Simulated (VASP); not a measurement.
# TePb (I4mm) in VASP: single point with HSE06

Aim: the single point of TePb with HSE06.

Program: VASP 6.6.1. These are calculated values, not measurements. Logs are shortened: lines on timing, memory, paths and dates and some standing lists are left out, and cuts for length are marked.

## (1) The cell of the first run

Symmetry: I4mm, No. 107, tetragonal system. Conventional cell: a = 4.569 Å, b = 4.569 Å, c = 6.559 Å, α = 90.00°, β = 90.00°, γ = 90.00°. Within 4.2 Å of Pb (site symmetry 4mm) lie 6 Te at 3.20 to 3.36 Å. Te (site symmetry 4mm) has 6 Pb at 3.20 to 3.36 Å within 4.2 Å.

## (2) Single point, HSE06 (last atom moved by 0.08 Å along z, cell strained by +1.5% along z)

The input, POSCAR:

```
TePb
1.0
    0.0000000000      3.2310000000      3.2794650000
    3.2310000000      0.0000000000      3.2794650000
    3.2310000000      3.2310000000      0.0000000000
Pb Te
1 1
Direct
    0.0000000000      0.0000000000      0.0000000000
    0.5123800700      0.5123800700      0.4876199300
```

The input, INCAR.step1:

```
ISMEAR = 0
SIGMA = 0.03
LWAVE = True
LCHARG = False
ISIF = 2
PREC = Accurate
LASPH = True
LREAL = False
ALGO = Normal
EDIFF = 1E-5
NELM = 120
GGA_COMPAT = False
ENCUT = 310
EFERMI = MIDGAP
GGA = PE
```

The input, INCAR.step2:

```
GGA = PE
LHFCALC = True
HFSCREEN = 0.2
ISMEAR = 0
SIGMA = 0.03
LWAVE = False
LCHARG = False
ISIF = 2
PREC = Accurate
LASPH = True
LREAL = False
ALGO = Normal
EDIFF = 1E-6
NELM = 120
GGA_COMPAT = False
ENCUT = 310
EFERMI = MIDGAP
PRECFOCK = Normal
ISTART = 1
```

The input, KPOINTS:

```
Automatic mesh
0
Gamma
  4 4 4
  0 0 0
```

Potentials or basis: VASP PAW PBE potentials, release 64 (Pb_d, Te).

The run is started by

```sh
$ cat potpaw_PBE.64/Pb_d/POTCAR potpaw_PBE.64/Te/POTCAR > POTCAR
$ cp INCAR.step1 INCAR
$ mpirun -np 1 vasp_std > vasp.out
$ cp INCAR.step2 INCAR
$ mpirun -np 1 vasp_std > vasp.out
```

OUTCAR:

```text
GGA = PE
   LHFCALC = True
   HFSCREEN = 0.2
   ISMEAR = 0
   ISIF = 2
   PREC = Accurate
   LASPH = True
   LREAL = False
   EDIFF = 1E-6
   NELM = 120
   ENCUT = 310
   EFERMI = MIDGAP
   PRECFOCK = Normal
   ISTART = 1

 Found     13 irreducible k-points:

 Following reciprocal coordinates:
            Coordinates               Weight
  0.000000  0.000000  0.000000      1.000000
  0.250000  0.000000  0.000000      8.000000
  0.500000  0.000000  0.000000      4.000000
  0.250000  0.250000  0.000000      2.000000
  0.500000  0.250000  0.000000      8.000000
 -0.250000  0.250000  0.000000      4.000000
   k-points           NKPTS =     13   k-points in BZ     NKDIM =     64   number of bands    NBANDS=     14
   number of dos      NEDOS =    301   number of ions     NIONS =      2
   total plane-waves  NPLWV =  21952
   dimension x,y,z NGX =    28 NGY =   28 NGZ =   28
   dimension x,y,z NGXF=    56 NGYF=   56 NGZF=   56
   ions per type =               1   1
   NGX,Y,Z   is equivalent  to a cutoff of  10.11, 10.11, 10.19 a.u.
   NGXF,Y,Z  is equivalent  to a cutoff of  20.22, 20.22, 20.37 a.u.
 SYSTEM =  unknown system
   PREC   = accura    normal or accurate (medium, high low for compatibility)
   ISTART =      1    job   : 0-new  1-cont  2-samecut
   ICHARG =      0    charge: 1-file 2-atom 10-const
   ISPIN  =      1    spin polarized calculation?
   LNONCOLLINEAR =      F non collinear calculations
   LSORBIT =      F    spin-orbit coupling
   LASPH  =      T    aspherical Exc in radial PAW
   ENCUT  =  310.0 eV  22.78 Ry    4.77 a.u.   6.61  6.61  6.56*2*pi/ulx,y,z
   NELM   =    120;   NELMIN=  2; NELMDL=  0     # of ELM steps
   EDIFF  = 0.1E-05   stopping-criterion for ELM
   LREAL  =      F    real-space projection
   EDIFFG = 0.1E-04   stopping-criterion for IOM
   NSW    =      0    number of steps for IOM
   IBRION =     -1    ionic relax: 0-MD 1-quasi-New 2-CG
   NFREE  =      0    steps in history (QN), initial steepest desc. (CG)
   ISIF   =      2    stress and relaxation
   ISYM   =      3    0-nonsym 1-usesym 2-fastsym
   POTIM  = 0.5000    time-step for ionic-motion
   TEBEG  =    0.0;   TEEND  =   0.0 temperature during run

   SCALEE = 1.0000    scale energy and forces
   PSTRESS=    0.0 pullay stress
   NELECT =      20.0000    total number of electrons
   NUPDOWN=      -1.0000    fix difference up-down
   EMIN   =  10.00;   EMAX   =-10.00  energy-range for DOS
   EFERMI =   0.00;   METHOD = MIDGAP
   ISMEAR =     0;   SIGMA  =   0.03  broadening in eV -4-tet -1-fermi 0-gaus
   EFERMI_NEDOS =   21; number of points for ismear=-14 and -15
   IALGO  =     38    algorithm
   IMIX   =      1    mixing-type and parameters
     AMIX     =   0.40;   BMIX     =  1.00
     AMIX_MAG =   1.60;   BMIX_MAG =  1.00
  volume/ion in A,a.u.               =      34.24       231.03
  Fermi-wavevector in a.u.,A,eV,Ry     =   1.086215  2.052649 16.053016  1.179863
  Thomas-Fermi vector in A             =   2.222347
   LORBIT       =      0    0 simple, 1 ext, 2 COOP (PROOUT), +10 PAW based schemes
   GGA     = PE    functional components
   LHFCALC =     T    Hartree Fock is set to
   PRECFOCK=normal    Normal, Fast or Accurate (Low or Medium for compatibility)
   ENCUT4O =  -1.0   cutoff for four orbital integrals eV
   NKREDX  =     1    reduce k-point grid by
   NKREDY  =     1    reduce k-point grid by
   NKREDZ  =     1    reduce k-point grid by
   AEXX    =    0.2500 exact exchange contribution
   HFSCREEN=    0.2000 screening length (either q_TF or 0.3 A-1)
   HFSCREENC=   0.2000 screening length for correlation (either q_TF or 0.3 A-1)
   ENCUTFOCK=  -1.0 apply spherical cutoff to Coloumb kernel
   IVDW    =     0    specifies the selected vdW correction
   LEPSILON=     F    determine dielectric tensor
   LRPA    =     F    only Hartree local field effects (RPA)

   CSHIFT  =0.1000    complex shift for real part using Kramers Kronig

   OMEGAMAX=  -1.0    maximum frequency
 non-spin polarized calculation
 Gauss-broadening in eV      SIGMA  =   0.03
  energy-cutoff  :      310.00
  volume of cell :       68.47
 maximum number of plane-waves:       869
 NGX is ok and might be reduce to    28
  NGX = 20; NGY = 20; NGZ = 20

 number of electron      20.0000012 magnetization

 Free energy of the ion-electron system (eV)
  ---------------------------------------------------
  ext. energy  EPLUGINS =         0.00000000
  ---------------------------------------------------
  free energy    TOTEN  =        -8.99974640 eV

  energy without entropy =       -8.99974640  energy(sigma->0) =       -8.99974640

  exchange ACFDT corr.  =         0.00000000  see jH, gK, PRB 81, 115126

 E-fermi :   5.7153     XC(G=0):  -7.6955

 val. band max:        5.1388517832   @ k =   0.5000   0.0000   0.0000
 cond. band min:       6.2918088285   @ k =   0.5000   0.0000   0.0000
 fundamental gap:      1.1529570453
 Fermi energy:         5.7153303059

 k-point     1 :       0.0000    0.0000    0.0000
  band No.  band energies     occupation
      1     -13.3776      2.00000
      2     -13.3728      2.00000
      3     -13.3592      2.00000
      4     -13.3592      2.00000
      5     -13.3564      2.00000
      6      -8.0117      2.00000
      7      -0.8169      2.00000
      8       3.5749      2.00000
      9       3.5749      2.00000
     10       3.7176      2.00000
     11       9.6896      0.00000
     12       9.9838      0.00000
     13       9.9838      0.00000
     14      11.5089      0.00000

 k-point     2 :       0.2500    0.0000    0.0000
  band No.  band energies     occupation
      1     -13.3847      2.00000
      2     -13.3810      2.00000
      3     -13.3572      2.00000
      4     -13.3517      2.00000
      5     -13.3490      2.00000
      6      -7.4481      2.00000
      7      -2.4308      2.00000
      8       3.7764      2.00000
      9       3.8030      2.00000
     10       4.4478      2.00000
[... 56 lines left out ...]
 k-point     6 :      -0.2500    0.2500    0.0000
  band No.  band energies     occupation
      1     -13.3955      2.00000
      2     -13.3868      2.00000
      3     -13.3534      2.00000
      4     -13.3466      2.00000
      5     -13.3436      2.00000
      6      -6.6421      2.00000
      7      -3.4893      2.00000
      8       1.7847      2.00000
      9       3.9429      2.00000
     10       4.5913      2.00000
     11       7.2262      0.00000
     12       7.3629      0.00000
     13      10.3224      0.00000
     14      12.7059      0.00000

 [... further k-points ...]

------------------------ aborting loop because EDIFF is reached ----------------------------------------

  FORCE on cell =-STRESS in cart. coord.  units (eV):
  Direction    XX          YY          ZZ          XY          YZ          ZX
  --------------------------------------------------------------------------------------
  -------------------------------------------------------------------------------------
  Total        0.2421683      0.2421683     -0.4147576      0.0000000     -0.0000000      0.0000000
  in kB        5.6665794      5.6665794     -9.7050549      0.0000000     -0.0000000      0.0000000
  external PRESSURE =       0.5427013 kB  Pullay stress =       0.0000000 kB

 VOLUME and BASIS-vectors are now :
 -----------------------------------------------------------------------------
  energy-cutoff  :      310.00
  volume of cell :       68.47
      direct lattice vectors                 reciprocal lattice vectors
     0.000000000  3.231000000  3.279465000    -0.154750851  0.154750851  0.152463893
     3.231000000  0.000000000  3.279465000     0.154750851 -0.154750851  0.152463893
     3.231000000  3.231000000  0.000000000     0.154750851  0.154750851 -0.152463893

 POSITION                                       TOTAL-FORCE (eV/Angst)
 -----------------------------------------------------------------------------------
      0.00000      0.00000      0.00000         0.000000      0.000000     -0.052861
      3.23100      3.23100      3.36067         0.000000      0.000000      0.052861
 -----------------------------------------------------------------------------------
    total drift:                                0.000002      0.000000     -0.000059

  FREE ENERGIE OF THE ION-ELECTRON SYSTEM (eV)
  ---------------------------------------------------
  free  energy   TOTEN  =        -8.9997463964 eV

  energy  without entropy=       -8.9997463964  energy(sigma->0) =       -8.99974640
```

OSZICAR.step1:

```text
N       E                     dE             d eps       ncg     rms          rms(c)
DAV:   1     0.127169683134E+03    0.12717E+03   -0.70792E+03   380   0.935E+02
DAV:   2     0.779450027951E+00   -0.12639E+03   -0.12394E+03   406   0.286E+02
DAV:   3    -0.745215321638E+01   -0.82316E+01   -0.81456E+01   460   0.775E+01
DAV:   4    -0.762651551043E+01   -0.17436E+00   -0.17433E+00   482   0.148E+01
DAV:   5    -0.762976563395E+01   -0.32501E-02   -0.32501E-02   474   0.155E+00    0.333E+00
DAV:   6    -0.750418195248E+01    0.12558E+00   -0.30368E-01   470   0.411E+00    0.203E+00
DAV:   7    -0.750021212235E+01    0.39698E-02   -0.92614E-02   444   0.163E+00    0.955E-01
DAV:   8    -0.750193789301E+01   -0.17258E-02   -0.10850E-02   424   0.120E+00    0.150E-01
DAV:   9    -0.750181472019E+01    0.12317E-03   -0.11734E-03   444   0.410E-01    0.687E-02
DAV:  10    -0.750187627892E+01   -0.61559E-04   -0.15211E-04   436   0.881E-02    0.203E-02
DAV:  11    -0.750188183220E+01   -0.55533E-05   -0.34176E-05   368   0.542E-02
   1 F= -.75018818E+01 E0= -.75018818E+01  d E =-.317010E-78
```

Wall time 5.5 min (1 thread of Intel Xeon 6975P-C (Granite Rapids), shared host); peak memory 0.26 GiB.

What came out:

```
Free energy            : -8.9997 eV
Pressure               : 0.1 GPa
Largest force          : 0.053 eV/Å
Band gap on the k mesh : 1.15 eV
```

Forces on the atoms (eV/Å):
```
Pb   0.000  0.000 -0.053
Te   0.000  0.000  0.053
```

Stress tensor (GPa, compression positive):
```
 0.57  0.00  0.00
 0.00  0.57  0.00
 0.00  0.00 -0.97
```

Levels at points of the mesh, in eV from the valence-band top:
| k point | band 7 | band 8 | band 9 | band 10 | band 11 | band 12 | band 13 | band 14 |
| --- | --- | --- | --- | --- | --- | --- | --- | --- |
| (0.00, 0.00, 0.00) | -5.96 | -1.56 | -1.56 | -1.42 | 4.55 | 4.84 | 4.84 | 6.37 |
| (0.50, 0.00, 0.00) | -9.31 | -1.11 | -1.04 | 0.00 | 1.15 | 1.72 | 1.75 | 9.13 |
| (0.50, 0.50, 0.00) | -7.78 | -4.89 | -3.07 | -3.07 | 3.82 | 6.29 | 6.29 | 7.41 |
| (0.50, 0.00, 0.50) | -7.86 | -4.96 | -3.18 | -3.01 | 3.74 | 6.05 | 6.45 | 7.62 |

Caveat: the cell differs from its parent crystal (last atom moved by 0.08 Å along z, cell strained by +1.5% along z); the PAW data sets were made with another functional, which shifts forces and pressure a little; spin-orbit coupling is left out, which moves the levels of the heavy elements.
